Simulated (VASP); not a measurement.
Here is a VASP 6.6.1 calculation.

File POSCAR:

```
MgB2
1.0
    3.0714077020      0.0000000000      0.0000000000
   -1.5357038510      2.6599170954      0.0000000000
    0.0000000000      0.0000000000      3.5014572137
Mg B
1 2
Direct
    0.0000000000      0.0000000000      0.0000000000
    0.3333333333      0.6666666667      0.5000000000
    0.6666666667      0.3333333333      0.5000000000
```

INCAR.step1

```
SYSTEM = MgB2
PREC = Accurate ; ENCUT = 520
EDIFF = 1E-5 ; ISMEAR = -1
SIGMA = 0.02 ; LREAL = .FALSE.
LASPH = .TRUE. ; NELM = 60
ALGO = Normal ; ISIF = 2
LWAVE = .TRUE. ; LCHARG = .FALSE.
NBANDS = 11 ; GGA = PE
```

INCAR.step2

```
SYSTEM = MgB2
PREC = Accurate ; ENCUT = 520
EDIFF = 1E-6 ; ISMEAR = -1
SIGMA = 0.02 ; LREAL = .FALSE.
LASPH = .TRUE. ; NELM = 60
ALGO = Normal ; ISIF = 2
LWAVE = .FALSE. ; LCHARG = .FALSE.
GGA = PE ; LHFCALC = .TRUE.
HFSCREEN = 0.2079 ; PRECFOCK = Normal
NBANDS = 11 ; ISTART = 1
```

KPOINTS

```
Automatic mesh
0
G
  6 6 6
  0 0 0
```

Potentials or basis: VASP PAW PBE potentials, release 64 (Mg, B).

The run is started by

```sh
$ cat potpaw_PBE.64/Mg/POTCAR potpaw_PBE.64/B/POTCAR > POTCAR
$ cp INCAR.step1 INCAR
$ mpirun -np 1 vasp_std > vasp.out
$ cp INCAR.step2 INCAR
$ mpirun -np 1 vasp_std > vasp.out
```

(1) What does it give for the band gap on the k mesh?

(2) What does it give for the pressure?

Results:

(1) zero (band 4 reaches 7.46 eV, above the bottom of band 5 at 2.99 eV).

(2) -0.5 GPa.

Caveat: the k points lie up to 0.39 Å⁻¹ apart; the PAW data sets were made with another functional, which shifts forces and pressure a little.
